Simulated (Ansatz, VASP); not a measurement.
# MnS in VASP and in Ansatz

The input INCAR:

```
PREC     = Accurate       # precision mode
ENCUT    = 600            # plane-wave cutoff, eV
EDIFF    = 1E-6           # SCF threshold, eV
ISMEAR   = -1             # smearing method
SIGMA    = 0.05           # smearing width, eV
LREAL    = False          # projectors in reciprocal space
LASPH    = True           # aspherical terms in the spheres
NELM     = 150            # most SCF steps
ALGO     = Normal         # electronic algorithm
ISIF     = 3              # what is computed and relaxed
LWAVE    = False          # write WAVECAR
LCHARG   = False          # write CHGCAR
ISPIN    = 2              # spin polarisation
MAGMOM   = 4 0            # initial moments
LORBIT   = 11             # projections on sites
LMAXMIX  = 4              # l up to which the mixer works
GGA      = B5             # functional
ALDAX    = 1.0          
AGGAX    = 1.0          
AGGAC    = 1.0          
ALDAC    = 0.0          
IVDW     = 12             # dispersion correction
VDW_S6   = 1.0          
VDW_S8   = 2.6996       
VDW_A1   = 0.4298       
VDW_A2   = 4.2359       
IBRION   = 2              # ionic algorithm
NSW      = 60             # ionic steps
EDIFFG   = -0.01          # ionic threshold
```

Contents of KPOINTS:

```
regular mesh
0
Gamma
  9 9 9
```

The input POSCAR:

```
MnS
1.0
    0.0000000000      2.6045000000      2.6045000000
    2.6045000000      0.0000000000      2.6045000000
    2.6045000000      2.6045000000      0.0000000000
Mn S
1 1
Direct
    0.0000000000      0.0000000000      0.0000000000
    0.5000000000      0.5000000000      0.5000000000
```

Contents of input.yaml:

```yaml
crystal:
  lattice:
    - [0.0, 2.6045, 2.6045]
    - [2.6045, 0.0, 2.6045]
    - [2.6045, 2.6045, 0.0]
  atoms:
    - { symbol: Mn, position: [0.0, 0.0, 0.0], spin: 4.0 }
    - { symbol: S, position: [0.5, 0.5, 0.5] }
hamiltonian:
  xc: blyp
  pseudopotentials: { kind: paw }
  dispersion: d3bj
magnetization:
  spin_polarized: true
kpoints:
  mp_grid: { grid: [9, 9, 9] }
scf:
  occupations: { method: fermi_dirac, width: 0.05 }
output:
  forces: true
  stress: true
  write_density: true
  write_potential: true
  elf: true
  volumetric_format: npy
relax:
  f_tol: 0.01
  max_steps: 40
  cell: { stress_tol: 0.05 }
```

Alike in both runs: task relaxation of cell and atoms; functional BLYP; dispersion D3(BJ); k mesh 9 × 9 × 9; occupations fermi-dirac, width 0.05 eV; collinear spin.

|  | VASP | Ansatz |
| --- | --- | --- |
| version | VASP 6.6.1 | Ansatz 0.2.0 |
| potentials or method | VASP PAW PBE potentials, release 64 (Mn_pv, S) | Ansatz PAW |
| plane-wave cutoff (eV) | 600 | 420 |
| valence electrons in the cell | 19 | 21 |

|  | VASP | Ansatz | Ansatz less VASP |
| --- | --- | --- | --- |
| gap on the k mesh at the Fermi level, each at its own relaxed structure (eV) | none | none | - |
| net moment per atom (μB) | 2.08 | 2.09 | +0.004 |
| size of the moment on the site where the two differ most (μB) | 3.84 | 3.76 | -0.080 |
| relaxed volume (Å³/atom) | 15.82 | 15.82 | 0.000 |
| relaxed cell length with the largest relative difference (Å) | 3.550 | 3.550 | 0.0000 |

VASP's potentials were made for PBE, not for BLYP. Site moments also hang on the region over which each program counts them. A gap of «none» marks a metal or a gap that the smearing closes. VASP's potentials hold 19 valence electrons a cell and Ansatz's 21, so a difference there can come from the potentials and not from the codes.

Noted on Ansatz's run: the plane-wave basis is chosen anew once the cell has moved, so the energies of steps on either side of that aren't comparable.
